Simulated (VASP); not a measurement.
# BP (F-43m) in VASP: a series of runs

Aim: see how the results for BP move with the level of theory and the settings. Levels: B3LYP, b88 exchange, pbe correlation. Tasks: single point.

Program: VASP 6.6.1. These are calculated values, not measurements. Logs are shortened: lines on timing, memory, paths and dates and some standing lists are left out, and cuts for length are marked.

### Step 1. The cell of the first run

The structure is cubic, space group F-43m (No. 216). Conventional cell: a = 4.538 Å, b = 4.538 Å, c = 4.538 Å, α = 90.00°, β = 90.00°, γ = 90.00°. P (site symmetry -43m) has 4 B at 1.97 Å within 2.6 Å. Within 2.6 Å of B (site symmetry -43m) lie 4 P at 1.97 Å.

### Step 2. Single point, B3LYP

Contents of POSCAR:

```
BP
1.0
    0.0000000000      2.2690000000      2.2690000000
    2.2690000000      0.0000000000      2.2690000000
    2.2690000000      2.2690000000      0.0000000000
P B
1 1
Direct
    0.7500000000      0.7500000000      0.7500000000
    0.0000000000      0.0000000000      0.0000000000
```

Contents of INCAR.step1:

```
SYSTEM = BP
ALGO = Normal
EDIFF = 1E-5
ENCUT = 520
GGA = PE
ISIF = 2
ISMEAR = -1
LASPH = .TRUE.
LCHARG = .FALSE.
LREAL = .FALSE.
LWAVE = .TRUE.
NBANDS = 11
NELM = 60
PREC = Accurate
SIGMA = 0.05
```

Contents of INCAR.step2:

```
SYSTEM = BP
AEXX = 0.2
AGGAC = 0.81
AGGAX = 0.72
ALDAC = 0.19
ALGO = Normal
EDIFF = 1E-6
ENCUT = 520
GGA = B3
ISIF = 2
ISMEAR = -1
ISTART = 1
LASPH = .TRUE.
LCHARG = .FALSE.
LHFCALC = .TRUE.
LREAL = .FALSE.
LWAVE = .FALSE.
NBANDS = 11
NELM = 60
PREC = Accurate
PRECFOCK = Normal
SIGMA = 0.05
```

Contents of KPOINTS:

```
k-points
0
G
  5 5 5
  0 0 0
```

Potentials or basis: VASP PAW PBE potentials, release 64 (P, B).

Command:

```sh
$ cat potpaw_PBE.64/P/POTCAR potpaw_PBE.64/B/POTCAR > POTCAR
$ cp INCAR.step1 INCAR
$ mpirun -np 1 vasp_std > vasp.out
$ cp INCAR.step2 INCAR
$ mpirun -np 1 vasp_std > vasp.out
```

OUTCAR:

```text
SYSTEM = BP
   AEXX = 0.2
   EDIFF = 1E-6
   ENCUT = 520
   GGA = B3
   ISIF = 2
   ISMEAR = -1
   ISTART = 1
   LASPH = .TRUE.
   LHFCALC = .TRUE.
   LREAL = .FALSE.
   NELM = 60
   PREC = Accurate
   PRECFOCK = Normal

 ion  position               nearest neighbor table
   1  0.750  0.750  0.750-   2 1.97   2 1.97   2 1.97   2 1.97
   2  0.000  0.000  0.000-   1 1.97   1 1.97   1 1.97   1 1.97

  LATTYP: Found a face centered cubic cell.
 ALAT       =     4.5380000000

  Lattice vectors:

 A1 = (   0.0000000000,   2.2690000000,   2.2690000000)
 A2 = (   2.2690000000,   0.0000000000,   2.2690000000)
 A3 = (   2.2690000000,   2.2690000000,   0.0000000000)

Analysis of symmetry for initial positions (statically):
=====================================================================
 Subroutine PRICEL returns:
 Original cell was already a primitive cell.

 Routine SETGRP: Setting up the symmetry group for a
 face centered cubic supercell.

 Subroutine GETGRP returns: Found 24 space group operations
 (whereof 24 operations were pure point group operations)
 out of a pool of 48 trial point group operations.

The static configuration has the point symmetry T_d .

Analysis of symmetry for dynamics (positions and initial velocities):
=====================================================================
 Subroutine PRICEL returns:
 Original cell was already a primitive cell.

 Routine SETGRP: Setting up the symmetry group for a
 face centered cubic supercell.

 Subroutine GETGRP returns: Found 24 space group operations
 (whereof 24 operations were pure point group operations)
 out of a pool of 48 trial point group operations.

The dynamic configuration has the point symmetry T_d .

 Subroutine INISYM returns: Found 24 space group operations
 (whereof 24 operations are pure point group operations),
 and found     1 'primitive' translations

----------------------------------------------------------------------------------------

                                     Primitive cell

  volume of cell :      23.3633

  direct lattice vectors                    reciprocal lattice vectors
     0.000000000  2.269000000  2.269000000    -0.220361393  0.220361393  0.220361393
     2.269000000  0.000000000  2.269000000     0.220361393 -0.220361393  0.220361393
     2.269000000  2.269000000  0.000000000     0.220361393  0.220361393 -0.220361393

  length of vectors
     3.208850573  3.208850573  3.208850573     0.381677128  0.381677128  0.381677128

  position of ions in fractional coordinates (direct lattice)
     0.750000000  0.750000000  0.750000000
     0.000000000  0.000000000  0.000000000

  ion indices of the primitive-cell ions
   primitive index   ion index
                 1           1
                 2           2

----------------------------------------------------------------------------------------

 KPOINTS: k-points

Automatic generation of k-mesh.
 Grid dimensions read from file:
 generate k-points for:    5    5    5

 Generating k-lattice:

  Cartesian coordinates                     Fractional coordinates (reciprocal lattice)
    -0.044072279  0.044072279  0.044072279     0.200000000  0.000000000  0.000000000
     0.044072279 -0.044072279  0.044072279     0.000000000  0.200000000  0.000000000
     0.044072279  0.044072279 -0.044072279     0.000000000  0.000000000  0.200000000

  Length of vectors
     0.076335426  0.076335426  0.076335426

  Shift w.r.t. Gamma in fractional coordinates (k-lattice)
     0.000000000  0.000000000  0.000000000

 Subroutine IBZKPT returns following result:
 ===========================================

 Found     10 irreducible k-points:

 Following reciprocal coordinates:
            Coordinates               Weight
  0.000000  0.000000  0.000000      1.000000
  0.200000  0.000000  0.000000      8.000000
  0.400000  0.000000  0.000000      8.000000
  0.200000  0.200000  0.000000      6.000000
  0.400000  0.200000  0.000000     24.000000
 -0.400000  0.200000  0.000000     24.000000
 -0.200000  0.200000  0.000000     12.000000
  0.400000  0.400000  0.000000      6.000000
 -0.400000  0.400000  0.000000     12.000000
 -0.400000  0.400000  0.200000     24.000000
   k-points           NKPTS =     10   k-points in BZ     NKDIM =    125   number of bands    NBANDS=     11
   number of dos      NEDOS =    301   number of ions     NIONS =      2
   total plane-waves  NPLWV =  13824
   dimension x,y,z NGX =    24 NGY =   24 NGZ =   24
   dimension x,y,z NGXF=    48 NGYF=   48 NGZF=   48
   ions per type =               1   1
   NGX,Y,Z   is equivalent  to a cutoff of  12.43, 12.43, 12.43 a.u.
   NGXF,Y,Z  is equivalent  to a cutoff of  24.87, 24.87, 24.87 a.u.
 SYSTEM =  BP
   PREC   = accura    normal or accurate (medium, high low for compatibility)
   ISTART =      1    job   : 0-new  1-cont  2-samecut
   ICHARG =      0    charge: 1-file 2-atom 10-const
   ISPIN  =      1    spin polarized calculation?
   LNONCOLLINEAR =      F non collinear calculations
   LSORBIT =      F    spin-orbit coupling
   LASPH  =      T    aspherical Exc in radial PAW
   ENCUT  =  520.0 eV  38.22 Ry    6.18 a.u.   5.97  5.97  5.97*2*pi/ulx,y,z
   NELM   =     60;   NELMIN=  2; NELMDL=  0     # of ELM steps
   EDIFF  = 0.1E-05   stopping-criterion for ELM
   LREAL  =      F    real-space projection
   EDIFFG = 0.1E-04   stopping-criterion for IOM
   NSW    =      0    number of steps for IOM
   IBRION =     -1    ionic relax: 0-MD 1-quasi-New 2-CG
   NFREE  =      0    steps in history (QN), initial steepest desc. (CG)
   ISIF   =      2    stress and relaxation
   ISYM   =      3    0-nonsym 1-usesym 2-fastsym
   POTIM  = 0.5000    time-step for ionic-motion
   TEBEG  =    0.0;   TEEND  =   0.0 temperature during run
   PSTRESS=    0.0 pullay stress
   NELECT =       8.0000    total number of electrons
   NUPDOWN=      -1.0000    fix difference up-down
   EMIN   =  10.00;   EMAX   =-10.00  energy-range for DOS
   EFERMI =   0.00;   METHOD = LEGACY
   ISMEAR =    -1;   SIGMA  =   0.05  broadening in eV -4-tet -1-fermi 0-gaus
   EFERMI_NEDOS =   21; number of points for ismear=-14 and -15
   IALGO  =     38    algorithm
   IMIX   =      1    mixing-type and parameters
     AMIX     =   0.40;   BMIX     =  1.00
     AMIX_MAG =   1.60;   BMIX_MAG =  1.00
  volume/ion in A,a.u.               =      11.68        78.83
  Fermi-wavevector in a.u.,A,eV,Ry     =   1.145320  2.164342 17.847562  1.311759
  Thomas-Fermi vector in A             =   2.282009
   LORBIT       =      0    0 simple, 1 ext, 2 COOP (PROOUT), +10 PAW based schemes
   GGA     = B3    functional components
   LHFCALC =     T    Hartree Fock is set to
   PRECFOCK=normal    Normal, Fast or Accurate (Low or Medium for compatibility)
   ENCUT4O =  -1.0   cutoff for four orbital integrals eV
   NKREDX  =     1    reduce k-point grid by
   NKREDY  =     1    reduce k-point grid by
   NKREDZ  =     1    reduce k-point grid by
   AEXX    =    0.2000 exact exchange contribution
   HFSCREEN=    0.0000 screening length (either q_TF or 0.3 A-1)
   HFSCREENC=   0.0000 screening length for correlation (either q_TF or 0.3 A-1)
   ENCUTFOCK=  -1.0 apply spherical cutoff to Coloumb kernel
   IVDW    =     0    specifies the selected vdW correction
   LEPSILON=     F    determine dielectric tensor
   LRPA    =     F    only Hartree local field effects (RPA)
 non-spin polarized calculation
  energy-cutoff  :      520.00
  volume of cell :       23.36
 maximum number of plane-waves:       635
  NGX = 18; NGY = 18; NGZ = 18

 number of electron       8.0000000 magnetization

 Free energy of the ion-electron system (eV)
  ---------------------------------------------------
  ext. energy  EPLUGINS =         0.00000000
  ---------------------------------------------------
  free energy    TOTEN  =       -14.06559841 eV

  energy without entropy =      -14.06559841  energy(sigma->0) =      -14.06559841

 E-fermi :   7.9670     XC(G=0):  -8.5948

 val. band max:        6.9287287797   @ k =   0.0000   0.0000   0.0000
 cond. band min:       9.6652336237   @ k =   0.4000   0.4000   0.0000
 fundamental gap:      2.7365048440
 Fermi energy:         7.9670060824

 k-point     1 :       0.0000    0.0000    0.0000
  band No.  band energies     occupation
      1      -9.7005      2.00000
      2       6.9287      2.00000
      3       6.9287      2.00000
      4       6.9287      2.00000
      5      11.8708      0.00000
      6      11.8708      0.00000
      7      11.8708      0.00000
      8      16.0837      0.00000
      9      20.3333      0.00000
     10      21.0062      0.00000
     11      21.0062      0.00000

 k-point     2 :       0.2000    0.0000    0.0000
  band No.  band energies     occupation
      1      -8.9381      2.00000
      2       3.0986      2.00000
      3       6.0503      2.00000
      4       6.0503      2.00000
      5      12.5161      0.00000
      6      13.0541      0.00000
      7      13.0541      0.00000
      8      17.8507      0.00000
      9      19.6762      0.00000
     10      19.6762      0.00000
     11      21.8190      0.00000

 k-point     3 :       0.4000    0.0000    0.0000
  band No.  band energies     occupation
      1      -6.8887      2.00000
      2      -1.6339      2.00000
      3       5.1757      2.00000
      4       5.1757      2.00000
      5      12.3213      0.00000
      6      13.3769      0.00000
      7      13.3769      0.00000
      8      19.0616      0.00000
      9      22.0503      0.00000
     10      22.0503      0.00000
     11      22.9962      0.00000
[... 71 lines left out ...]
 k-point     9 :      -0.4000    0.4000    0.0000
  band No.  band energies     occupation
      1      -4.4346      2.00000
      2      -2.0339      2.00000
      3       0.7951      2.00000
      4       2.9940      2.00000
      5      10.3812      0.00000
      6      13.2794      0.00000
      7      19.3553      0.00000
      8      20.0257      0.00000
      9      21.3637      0.00000
     10      22.7124      0.00000
     11      27.2602      0.00000

 k-point    10 :      -0.4000    0.4000    0.2000
  band No.  band energies     occupation
      1      -5.1613      2.00000
      2      -1.1630      2.00000
      3       1.0092      2.00000
      4       2.4519      2.00000
      5      13.1627      0.00000
      6      14.2824      0.00000
      7      15.4578      0.00000
      8      19.3989      0.00000
      9      20.3639      0.00000
     10      23.4746      0.00000
     11      26.9765      0.00000

------------------------ aborting loop because EDIFF is reached ----------------------------------------

  FORCE on cell =-STRESS in cart. coord.  units (eV):
  Direction    XX          YY          ZZ          XY          YZ          ZX
  --------------------------------------------------------------------------------------
  -------------------------------------------------------------------------------------
  Total        0.3573561      0.3573561      0.3573561     -0.0000000     -0.0000000      0.0000000
  in kB       24.5063313     24.5063313     24.5063313     -0.0000000     -0.0000000      0.0000000
  external PRESSURE =      24.5063313 kB  Pullay stress =       0.0000000 kB

 VOLUME and BASIS-vectors are now :
 -----------------------------------------------------------------------------
  energy-cutoff  :      520.00
  volume of cell :       23.36
      direct lattice vectors                 reciprocal lattice vectors
     0.000000000  2.269000000  2.269000000    -0.220361393  0.220361393  0.220361393
     2.269000000  0.000000000  2.269000000     0.220361393 -0.220361393  0.220361393
     2.269000000  2.269000000  0.000000000     0.220361393  0.220361393 -0.220361393

 POSITION                                       TOTAL-FORCE (eV/Angst)
 -----------------------------------------------------------------------------------
      3.40350      3.40350      3.40350        -0.000000      0.000000     -0.000000
      0.00000      0.00000      0.00000         0.000000     -0.000000      0.000000
 -----------------------------------------------------------------------------------
    total drift:                               -0.000000     -0.000000     -0.000000

  FREE ENERGIE OF THE ION-ELECTRON SYSTEM (eV)
  ---------------------------------------------------
  free  energy   TOTEN  =       -14.0655984124 eV

  energy  without entropy=      -14.0655984124  energy(sigma->0) =      -14.06559841
```

Run time: 3.2 min. Hardware: 1 thread of Intel Xeon 8259CL, shared host; peak memory 0.14 GiB.

What came out:

```
Free energy            : -14.0656 eV
Pressure               : 2.5 GPa
Band gap on the k mesh : 2.74 eV (least direct gap 4.94 eV)
```

Levels at points of the mesh, in eV from the valence-band top:
| k point | band 1 | band 2 | band 3 | band 4 | band 5 | band 6 | band 7 | band 8 | band 9 |
| --- | --- | --- | --- | --- | --- | --- | --- | --- | --- |
| (0.00, 0.00, 0.00) | -16.63 | 0.00 | 0.00 | 0.00 | 4.94 | 4.94 | 4.94 | 9.16 | 13.40 |

Caveat: the k points lie up to 0.48 Å⁻¹ apart; the PAW data sets were made with another functional, which shifts forces and pressure a little; an odd mesh through Γ misses points on the zone boundary, where band edges can lie.

### Step 3. Single point, b88 exchange, pbe correlation

This run uses another cell than the first one, of 10.98 Å³/atom.

Contents of INCAR:

```
SYSTEM = BP
ALGO = Normal
EDIFF = 1E-6
ENCUT = 500
GGA = LIBXC
GGA_COMPAT = .False.
ISIF = 2
ISMEAR = -1
LASPH = .True.
LCHARG = .True.
LELF = .True.
LIBXC1 = GGA_X_B88
LIBXC2 = GGA_C_PBE
LREAL = .False.
LVHAR = .True.
LWAVE = .False.
NBANDS = 11
NELM = 120
PREC = Accurate
SIGMA = 0.05
```

Contents of KPOINTS:

```
k-points
0
Gamma
  10 10 10
  0 0 0
```

Contents of POSCAR:

```
BP
1.0
    0.0000000000      2.2226808807      2.2226808807
    2.2226808807      0.0000000000      2.2226808807
    2.2226808807      2.2226808807      0.0000000000
P B
1 1
Direct
    0.7500000000      0.7500000000      0.7500000000
    0.0000000000      0.0000000000      0.0000000000
```

Potentials or basis: VASP PAW PBE potentials, release 64 (P, B).

Command:

```sh
$ cat potpaw_PBE.64/P/POTCAR potpaw_PBE.64/B/POTCAR > POTCAR
$ mpirun -np 1 vasp_std > vasp.out
```

It took 8.3 s on 1 thread of AMD EPYC 7R13 (Zen 3), shared host; peak memory 0.11 GiB.

It converged, with:

```
Free energy            : -12.6670 eV
Pressure               : 12.7 GPa
Band gap on the k mesh : 1.16 eV (least direct gap 3.52 eV)
```

Levels at points of the mesh, in eV from the valence-band top:
```csv
k point,band 1,band 2,band 3,band 4,band 5,band 6,band 7,band 8,band 9
"(0.00, 0.00, 0.00)",-16.02,0.00,0.00,0.00,3.52,3.52,3.52,8.33,11.93
"(0.50, 0.00, 0.00)",-12.45,-9.48,-1.83,-1.83,4.16,4.77,4.77,10.35,15.06
"(0.50, 0.50, 0.00)",-10.83,-8.91,-4.33,-4.33,1.21,1.61,12.73,12.73,16.01
```

Caveat: the cell stands under pressure; the PAW data sets were made with another functional, which shifts forces and pressure a little.

### Step 4. Single point, b88 exchange, pbe correlation

This run uses another cell than the first one, of 11.21 Å³/atom.

Contents of INCAR:

```
PREC     = Accurate       # precision mode
ENCUT    = 500            # plane-wave cutoff, eV
EDIFF    = 1E-6           # SCF threshold, eV
ISMEAR   = -1             # smearing method
SIGMA    = 0.05           # smearing width, eV
LREAL    = F              # projectors in reciprocal space
LASPH    = T              # aspherical terms in the spheres
NELM     = 120            # most SCF steps
ALGO     = Normal         # electronic algorithm
ISIF     = 2              # what is computed and relaxed
LWAVE    = F              # write WAVECAR
LCHARG   = F              # write CHGCAR
GGA      = LIBXC          # functional
LIBXC1   = GGA_X_B88    
LIBXC2   = GGA_C_PBE    
NBANDS   = 11             # bands
GGA_COMPAT= F
```

Contents of KPOINTS:

```
regular mesh
0
Gamma
  10 10 10
```

Contents of POSCAR:

```
BP
1.0
    0.0000000000      2.2383340787      2.2383340787
    2.2383340787      0.0000000000      2.2383340787
    2.2383340787      2.2383340787      0.0000000000
P B
1 1
Direct
    0.7500000000      0.7500000000      0.7500000000
    0.0000000000      0.0000000000      0.0000000000
```

Command:

```sh
$ cat potpaw_PBE.64/P/POTCAR potpaw_PBE.64/B/POTCAR > POTCAR
$ mpirun -np 1 vasp_std > vasp.out
```

Wall time 7.7 s (1 thread of AMD EPYC 7R13 (Zen 3), shared host); peak memory 0.11 GiB.

Results (log left out):

- Free energy: -12.6981 eV
- Pressure: 8.5 GPa
- Band gap on the k mesh: 1.19 eV (least direct gap 3.48 eV)

Levels at points of the mesh, in eV from the valence-band top:
| k point | band 1 | band 2 | band 3 | band 4 | band 5 | band 6 | band 7 | band 8 | band 9 |
| --- | --- | --- | --- | --- | --- | --- | --- | --- | --- |
| (0.00, 0.00, 0.00) | -15.83 | 0.00 | 0.00 | 0.00 | 3.48 | 3.48 | 3.48 | 8.00 | 11.77 |
| (0.50, 0.00, 0.00) | -12.34 | -9.33 | -1.80 | -1.80 | 4.03 | 4.76 | 4.76 | 10.27 | 14.91 |
| (0.50, 0.50, 0.00) | -10.75 | -8.80 | -4.26 | -4.26 | 1.26 | 1.63 | 12.53 | 12.53 | 15.75 |

Caveat: the cell stands under pressure; the PAW data sets were made with another functional, which shifts forces and pressure a little.

### Step 5. The runs side by side

| level | cell | k mesh | cutoff (eV) | grid for exact exchange (PRECFOCK) | share of exact exchange | gap on the mesh (eV) | pressure (GPa) |
| --- | --- | --- | --- | --- | --- | --- | --- |
| B3LYP | a = 3.209 Å, angles 60.0°, 2 atoms | 5 × 5 × 5 | 520 | Normal | 0.2 | 2.74 | 2.5 |
| b88 exchange, pbe correlation | a = 3.143 Å, angles 60.0°, 2 atoms | 10 × 10 × 10 | 500 | - | - | 1.16 | 12.7 |
| b88 exchange, pbe correlation | a = 3.165 Å, angles 60.0°, 2 atoms | 10 × 10 × 10 | 500 | - | - | 1.19 | 8.5 |

Alike in all rows: task single point; potentials or basis VASP PAW PBE potentials, release 64 (P, B); no spin polarisation; smearing fermi-dirac 0.05 eV.

Caveats: some runs use coarse meshes; the PAW data sets were made with another functional, which shifts forces and pressure a little; the cell stands under pressure (at least some runs); an odd mesh through Γ misses points on the zone boundary, where band edges can lie (at least some runs).

Absolute energies hang on the potentials; compare differences alone.
